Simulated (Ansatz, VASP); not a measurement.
One calculation of CuNi2, two programs

```
Cu Ni
1.0
     2.49766    0.00000    0.00000
    -1.24883    2.16303    0.00000
     0.00000    0.00000   12.16901
Cu Ni
2 4
Direct
  0.33333 0.66667 0.75000
  0.66667 0.33333 0.25000
  0.33333 0.66667 0.08333
  0.33333 0.66667 0.41667
  0.66667 0.33333 0.91667
  0.66667 0.33333 0.58333
```

Alike in both runs: task relaxation of cell and atoms; functional PBE; k mesh 6 × 6 × 2; occupations gaussian, width 0.1 eV; collinear spin.

|  | VASP | Ansatz |
| --- | --- | --- |
| version | VASP 6.6.1 | Ansatz 0.2.0 |
| potentials or method | VASP PAW PBE potentials, release 64 (Cu, Ni), cutoff 600 eV | scalar-relativistic, plane waves, PAW |
| valence electrons in the cell | 62 | 110 |

VASP gave:

- gap on the k mesh at the Fermi level, each at its own relaxed structure (eV): none
- net moment per atom (μB): 0.35
- size of the moment on the site where the two differ most (μB): 0.54
- relaxed volume (Å³/atom): 11.24
- relaxed cell length with the largest relative difference (Å): 12.477

What did Ansatz give for the same quantities?

gap on the k mesh at the Fermi level, each at its own relaxed structure (eV): none; net moment per atom (μB): 0.36; size of the moment on the site where the two differ most (μB): 0.57; relaxed volume (Å³/atom): 11.23; relaxed cell length with the largest relative difference (Å): 12.461.

Site moments also hang on the region over which each program counts them. A gap of «none» marks a metal or a gap that the smearing closes. VASP's potentials hold 62 valence electrons a cell and Ansatz's 110, so a difference there can come from the potentials and not from the codes.

The k mesh is coarse, so the values compare programs but aren't converged.
